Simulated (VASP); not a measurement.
# CuOs2 (P4/nmm) in VASP: single point with PBE

Aim: the single point of CuOs2 with PBE.

Program: VASP 6.6.1. These are calculated values, not measurements. Logs are shortened: lines on timing, memory, paths and dates and some standing lists are left out, and cuts for length are marked.

### Step 1. The cell of the first run

It takes space group P4/nmm (No. 129, tetragonal). Conventional cell: a = 3.629 Å, b = 3.629 Å, c = 5.537 Å, α = 90.00°, β = 90.00°, γ = 90.00°. Cu (site symmetry 4mm) has 10 Os at 2.38 to 3.16 Å within 3.2 Å. Within 3.1 Å of Os (site symmetry -4m2) lie 8 Os at 2.35 to 2.57 Å and 4 Cu at 2.46 Å. Within 3.2 Å of Os (site symmetry 4mm) lie 4 Os at 2.35 Å and 6 Cu at 2.38 to 3.16 Å.

### Step 2. Single point, PBE

INCAR reads:

```
PREC = Accurate
ENCUT = 820
EDIFF = 1E-6
ISMEAR = 0
SIGMA = 0.1
LREAL = F
LASPH = T
NELM = 120
ALGO = Normal
ISIF = 2
LWAVE = F
LCHARG = F
GGA = PE
NBANDS = 60
GGA_COMPAT = F
```

KPOINTS reads:

```
Automatic mesh
0
Gamma
  6 6 4
```

POSCAR reads:

```
CuOs2
1.0
    3.6287007853      0.0000000000      0.0000000000
    0.0000000000      3.6287007853      0.0000000000
    0.0000000000      0.0000000000      5.5366774758
Cu Os
2 4
Direct
    0.0000000000      0.5000000000      0.7000000000
    0.5000000000      0.0000000000      0.3000000000
    0.0000000000      0.0000000000      0.0000000000
    0.5000000000      0.5000000000      0.0000000000
    0.0000000000      0.5000000000      0.2700000000
    0.5000000000      0.0000000000      0.7300000000
```

Potentials or basis: VASP PAW PBE potentials, release 64 (Cu_sv_GW, Os_sv_GW).

The run is started by

```console
$ cat potpaw_PBE.64/Cu_sv_GW/POTCAR potpaw_PBE.64/Os_sv_GW/POTCAR > POTCAR
$ mpirun -np 1 vasp_std > vasp.out
```

OUTCAR:

```text
PREC = Accurate
   ENCUT = 820
   EDIFF = 1E-6
   ISMEAR = 0
   LREAL = F
   LASPH = T
   NELM = 120
   ISIF = 2
   GGA = PE

 ion  position               nearest neighbor table
   1  0.000  0.500  0.700-   5 2.38   4 2.46   3 2.46   3 2.46   4 2.46   6 2.57   6 2.57   6 2.57
                             6 2.57
   2  0.500  0.000  0.300-   6 2.38   4 2.46   3 2.46   4 2.46   3 2.46   5 2.57   5 2.57   5 2.57
                             5 2.57
   3  0.000  0.000  0.000-   5 2.35   6 2.35   5 2.35   6 2.35   1 2.46   1 2.46   2 2.46   2 2.46
                             4 2.57   4 2.57   4 2.57   4 2.57
   4  0.500  0.500  0.000-   5 2.35   6 2.35   6 2.35   5 2.35   2 2.46   1 2.46   1 2.46   2 2.46
                             3 2.57   3 2.57   3 2.57   3 2.57
   5  0.000  0.500  0.270-   3 2.35   4 2.35   3 2.35   4 2.35   1 2.38   2 2.57   2 2.57   2 2.57
                             2 2.57
   6  0.500  0.000  0.730-   3 2.35   4 2.35   4 2.35   3 2.35   2 2.38   1 2.57   1 2.57   1 2.57
                             1 2.57

  LATTYP: Found a simple tetragonal cell.
 ALAT       =     3.6287007853
 C/A-ratio  =     1.5258016032

  Lattice vectors:

 A1 = (   3.6287007853,   0.0000000000,   0.0000000000)
 A2 = (   0.0000000000,   3.6287007853,   0.0000000000)
 A3 = (   0.0000000000,   0.0000000000,   5.5366774758)

Analysis of symmetry for initial positions (statically):
=====================================================================
 Subroutine PRICEL returns:
 Original cell was already a primitive cell.

 Routine SETGRP: Setting up the symmetry group for a
 simple tetragonal supercell.

 Subroutine GETGRP returns: Found 16 space group operations
 (whereof  8 operations were pure point group operations)
 out of a pool of 16 trial point group operations.

The static configuration has the point symmetry D_2d.
 The point group associated with its full space group is D_4h.

Analysis of symmetry for dynamics (positions and initial velocities):
=====================================================================
 Subroutine PRICEL returns:
 Original cell was already a primitive cell.

 Routine SETGRP: Setting up the symmetry group for a
 simple tetragonal supercell.

 Subroutine GETGRP returns: Found 16 space group operations
 (whereof  8 operations were pure point group operations)
 out of a pool of 16 trial point group operations.

The dynamic configuration has the point symmetry D_2d.
 The point group associated with its full space group is D_4h.

 Subroutine INISYM returns: Found 16 space group operations
 (whereof  8 operations are pure point group operations),
 and found     1 'primitive' translations

[... 96 lines left out ...]
   ISPIN  =      1    spin polarized calculation?
   LNONCOLLINEAR =      F non collinear calculations
   LSORBIT =      F    spin-orbit coupling
   LASPH  =      T    aspherical Exc in radial PAW
   ENCUT  =  820.0 eV  60.27 Ry    7.76 a.u.   8.47  8.47 12.93*2*pi/ulx,y,z
   NELM   =    120;   NELMIN=  2; NELMDL= -5     # of ELM steps
   EDIFF  = 0.1E-05   stopping-criterion for ELM
   LREAL  =      F    real-space projection
[... 7 lines left out ...]
   TEBEG  =    0.0;   TEEND  =   0.0 temperature during run
   PSTRESS=    0.0 pullay stress
   NELECT =     102.0000    total number of electrons
   NUPDOWN=      -1.0000    fix difference up-down
   EMIN   =  10.00;   EMAX   =-10.00  energy-range for DOS
   EFERMI =   0.00;   METHOD = LEGACY
   ISMEAR =     0;   SIGMA  =   0.10  broadening in eV -4-tet -1-fermi 0-gaus
   EFERMI_NEDOS =   21; number of points for ismear=-14 and -15
   IALGO  =     38    algorithm
   IMIX   =      4    mixing-type and parameters
     AMIX     =   0.40;   BMIX     =  1.00
     AMIX_MAG =   1.60;   BMIX_MAG =  1.00
  volume/ion in A,a.u.               =      12.15        82.00
  Fermi-wavevector in a.u.,A,eV,Ry     =   1.831011  3.460110 45.614928  3.352603
  Thomas-Fermi vector in A             =   2.885356
   LORBIT       =      0    0 simple, 1 ext, 2 COOP (PROOUT), +10 PAW based schemes
   GGA     = PE    functional components
   LHFCALC =     F    Hartree Fock is set to
   AEXX    =    0.0000 exact exchange contribution
   IVDW    =     0    specifies the selected vdW correction
   LEPSILON=     F    determine dielectric tensor
   LRPA    =     F    only Hartree local field effects (RPA)
 non-spin polarized calculation
 Gauss-broadening in eV      SIGMA  =   0.10
  energy-cutoff  :      820.00
  volume of cell :       72.90
 maximum number of plane-waves:      3915
 NGX is ok and might be reduce to    36
   NGX = 17   NGY = 17   NGZ = 25

 number of electron     101.9999988 magnetization

 Free energy of the ion-electron system (eV)
  ---------------------------------------------------
  ext. energy  EPLUGINS =         0.00000000
  ---------------------------------------------------
  free energy    TOTEN  =       -47.79530523 eV

  energy without entropy =      -47.77203701  energy(sigma->0) =      -47.78367112

 E-fermi :  13.8025     XC(G=0): -14.6339

 val. band max:       13.7847233810   @ k =   0.5000   0.3333   0.5000
 cond. band min:      13.8068761261   @ k =   0.3333   0.1667   0.2500
 fundamental gap:      0.0221527451
 Fermi energy:        13.8024704926

 k-point     1 :       0.0000    0.0000    0.0000
  band No.  band energies     occupation
      1    -100.1640      2.00000
      2    -100.1640      2.00000
      3     -73.5252      2.00000
      4     -73.3251      2.00000
      5     -72.8714      2.00000
      6     -72.8108      2.00000
[... 1501 lines left out ...]
     59      22.8012      0.00000
     60      22.8762      0.00000

 [... further k-points ...]
[... 5 lines left out ...]
  --------------------------------------------------------------------------------------
  -------------------------------------------------------------------------------------
  Total       43.3081436     43.3081436     53.8327432      0.0000000      0.0000000      0.0000000
  in kB      951.7625408    951.7625408   1183.0566764      0.0000000      0.0000000      0.0000000
  external PRESSURE =    1028.8605860 kB  Pullay stress =       0.0000000 kB

 VOLUME and BASIS-vectors are now :
 -----------------------------------------------------------------------------
  energy-cutoff  :      820.00
  volume of cell :       72.90
      direct lattice vectors                 reciprocal lattice vectors
     3.628700785  0.000000000  0.000000000     0.275580727  0.000000000  0.000000000
     0.000000000  3.628700785  0.000000000     0.000000000  0.275580727  0.000000000
     0.000000000  0.000000000  5.536677476     0.000000000  0.000000000  0.180613735

 POSITION                                       TOTAL-FORCE (eV/Angst)
 -----------------------------------------------------------------------------------
      0.00000      1.81435      3.87567        -0.000000      0.000000     -2.672489
      1.81435      0.00000      1.66100         0.000000      0.000000      2.672489
      0.00000      0.00000      0.00000        -0.000000     -0.000000      0.000000
      1.81435      1.81435      0.00000         0.000000      0.000000      0.000000
      0.00000      1.81435      1.49490        -0.000000      0.000000     10.150782
      1.81435      0.00000      4.04177        -0.000000     -0.000000    -10.150782
 -----------------------------------------------------------------------------------
    total drift:                                0.000000      0.000000     -0.000000

  FREE ENERGIE OF THE ION-ELECTRON SYSTEM (eV)
  ---------------------------------------------------
  free  energy   TOTEN  =       -47.7953052281 eV

  energy  without entropy=      -47.7720370083  energy(sigma->0) =      -47.78367112
```

OSZICAR:

```text
N       E                     dE             d eps       ncg     rms          rms(c)
DAV:   1     0.227773513024E+04    0.22777E+04   -0.86788E+04  6840   0.577E+03
DAV:   2     0.172901152700E+03   -0.21048E+04   -0.20608E+04  6276   0.163E+03
DAV:   3    -0.392468853040E+02   -0.21215E+03   -0.20481E+03  7172   0.576E+02
[... 13 lines left out ...]
DAV:  17    -0.477953488596E+02    0.32950E-03   -0.99670E-04  6832   0.933E-01    0.118E-01
DAV:  18    -0.477953086836E+02    0.40176E-04   -0.14887E-04  5680   0.574E-01    0.541E-02
DAV:  19    -0.477953104740E+02   -0.17904E-05   -0.22313E-05  4192   0.366E-02    0.349E-02
DAV:  20    -0.477953051416E+02    0.53325E-05   -0.82610E-06  4176   0.144E-01    0.205E-02
DAV:  21    -0.477953052281E+02   -0.86580E-07   -0.14789E-06  2488   0.228E-02
   1 F= -.47795305E+02 E0= -.47783671E+02  d E =-.232682E-01
```

stdout:

```text
POSCAR found type information on POSCAR CuOs
 POSCAR found :  2 types and       6 ions
 scaLAPACK will be used
 LDA part: xc-table for (Slater+PW92), standard interpolation
 POSCAR, INCAR and KPOINTS ok, starting setup
 FFT: planning ... GRIDC
 FFT: planning ... GRID_SOFT
 FFT: planning ... GRID
 WAVECAR not read
 entering main loop
```

Run time: 5.8 min. Hardware: 1 thread of Intel Xeon Platinum 8559C (Emerald Rapids), shared host; peak memory 0.4 GiB.

What came out:

| Property | Result |
| --- | --- |
| Free energy | -47.7953 eV |
| Pressure | 102.9 GPa |
| Largest force | 10.151 eV/Å |
| Band gap on the k mesh | zero (bands 51 and 52 overlap by 1.59 eV) |

Forces in eV/Å, atoms in the order of the input:
```
Cu    0.000   0.000  -2.672
Cu    0.000   0.000   2.672
Os    0.000   0.000   0.000
Os    0.000   0.000   0.000
Os    0.000   0.000  10.151
Os    0.000   0.000 -10.151
```

Stress tensor (GPa, compression positive):
```
 95.18   0.00   0.00
  0.00  95.18   0.00
  0.00   0.00 118.31
```

Caveat: the stress differs along the axes, from 95 to 118 GPa; spin-orbit coupling is left out, which moves the levels of the heavy elements; forces of over 1 eV/Å act on the atoms, so gaps and moduli don't describe the material at rest.

The gap in the log of VASP goes by the Fermi energy; the results here count the filled bands.